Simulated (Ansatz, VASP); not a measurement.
## GaP in VASP and in Ansatz

```xyz
2
Lattice="0.0000 2.7802 2.7802 2.7802 0.0000 2.7802 2.7802 2.7802 0.0000" Properties=species:S:1:pos:R:3 pbc="T T T"
Ga    0.0000    0.0000    0.0000
P     1.3901    1.3901    1.3901
```

Alike in both runs: task single point; functional PBE; k mesh 8 × 8 × 8; occupations gaussian, width 0.02 eV; no spin polarisation.

|  | VASP | Ansatz |
| --- | --- | --- |
| version | VASP 6.6.1 | Ansatz 0.2.0 |
| potentials or method | VASP PAW PBE potentials, release 64 (Ga_d, P), cutoff 500 eV | scalar-relativistic, plane waves, PAW |
| valence electrons in the cell | 18 | 18 |

|  | VASP | Ansatz | Ansatz less VASP |
| --- | --- | --- | --- |
| gap on the k mesh at the Fermi level (eV) | 1.34 | 1.34 | +0.004 |
| least direct gap on the mesh (eV) | 1.34 | 1.34 | +0.004 |
| pressure (GPa) | -2.2 | -2.1 | +0.06 |
